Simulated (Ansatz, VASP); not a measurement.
## Two plane-wave programs on Mg2Sn

```
CELL_PARAMETERS angstrom
0.00000 3.40747 3.40747
3.40747 0.00000 3.40747
3.40747 3.40747 0.00000
ATOMIC_POSITIONS crystal
Mg 0.25000 0.25000 0.25000
Mg 0.75000 0.75000 0.75000
Sn 0.00000 0.00000 0.00000
```

Alike in both runs: task single point; functional r2SCAN; k mesh 8 × 8 × 8; occupations gaussian, width 0.05 eV; no spin polarisation.

|  | VASP | Ansatz |
| --- | --- | --- |
| version | VASP 6.6.1 | Ansatz 0.2.0 |
| potentials or method | VASP PAW PBE potentials, release 64 (Mg, Sn_d), cutoff 660 eV | scalar-relativistic, plane waves, PAW |
| valence electrons in the cell | 18 | 34 |

|  | VASP | Ansatz | Ansatz less VASP |
| --- | --- | --- | --- |
| gap on the k mesh at the Fermi level (eV) | 0.13 | 0.15 | +0.022 |
| least direct gap on the mesh (eV) | 1.86 | 1.87 | +0.012 |
| pressure (GPa) | -1.2 | -1.0 | +0.17 |

VASP's potentials were made for PBE, not for r2SCAN. The functional is the same, so the differences come from potentials, cutoffs and numerics. VASP's potentials hold 18 valence electrons a cell and Ansatz's 34, so a difference there can come from the potentials and not from the codes.
